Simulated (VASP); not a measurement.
The system is LiH.

```
CELL_PARAMETERS angstrom
3.25583 0.00000 0.00000
-1.62791 2.81963 0.00000
0.00000 0.00000 4.06844
ATOMIC_POSITIONS crystal
Li 0.33333 0.66667 0.93749
Li 0.66667 0.33333 0.43749
H 0.33333 0.66667 0.43751
H 0.66667 0.33333 0.93751
```

Base run:

```yaml
Program: VASP 6.6.1
Functional: PBE
Potentials_or_basis: VASP PAW PBE potentials, release 64 (Li_sv, H)
Cutoff: 520 eV
k_mesh: 6 × 6 × 4
Occupations: gaussian, width 0.01 eV
Spin: no spin polarisation
```

Its results: band gap on the k mesh 1.83 eV, indirect (least direct gap 3.07 eV).

Task: The run is repeated on the same cell with these changes: functional from PBE to r2SCAN; k mesh from 6 × 6 × 4 to 12 × 12 × 6. What comes out?

Result: Band gap on the k mesh 2.30 eV, indirect (least direct gap 3.61 eV).

Several settings changed at once, so the effect can't be laid on one alone.

A k mesh can miss the band edges.
